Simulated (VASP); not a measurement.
SrTiO3, 5 atoms in the cell. Symmetry: P4/mmm, No. 123, tetragonal system. The conventional cell has a = 3.976 Å, b = 3.976 Å, c = 3.882 Å, α = 90.00°, β = 90.00°, γ = 90.00°. Sr (site symmetry 4/mmm) has 12 O at 2.78 to 2.81 Å and 8 Ti at 3.42 Å within 3.7 Å. Ti (site symmetry 4/mmm) has 6 O at 1.94 to 1.99 Å within 2.6 Å. Within 2.6 Å of O (site symmetry mmm) lie 2 Ti at 1.99 Å. Within 2.6 Å of O (site symmetry 4/mmm) lie 2 Ti at 1.94 Å.  This cell differs from its parent crystal: biaxial strain in the a-b plane: +1.5 %.

| Item | Value |
| --- | --- |
| Program | VASP 6.6.1 |
| Task | single point |
| Functional | r2SCAN |
| Potentials or basis | VASP PAW PBE potentials, release 64 (Sr_sv, Ti_sv, O) |
| Cutoff | 520 eV |
| k mesh | 6 × 6 × 6 |
| Occupations | gaussian, width 0.02 eV |
| Spin | no spin polarisation |
| Hubbard terms | Ti d U = 4.0 eV |
| Dipole correction | no |
| Further INCAR settings | ALGO = Normal; EDIFF = 1e-07; NBANDS = 28 |

Potentials or basis: VASP PAW PBE potentials, release 64 (Sr_sv, Ti_sv, O).

The run is started by

```bash
$ cat potpaw_PBE.64/Sr_sv/POTCAR potpaw_PBE.64/Ti_sv/POTCAR potpaw_PBE.64/O/POTCAR > POTCAR
$ cp INCAR.step1 INCAR
$ mpirun -np 1 vasp_std > vasp.out
$ cp INCAR.step2 INCAR
$ mpirun -np 1 vasp_std > vasp.out
```

Hardware: 1 thread of Intel(R) Xeon(R) Platinum 8259CL CPU @ 2.50GHz (Skylake/Cascade Lake) (shared host).

Problem. Estimate the wall time of this run.

Solution. Run time: 4.8 min on 1 thread of Intel(R) Xeon(R) Platinum 8259CL CPU @ 2.50GHz (Skylake/Cascade Lake), on a shared host, peak memory 0.21 GiB. Counts: k points 40.
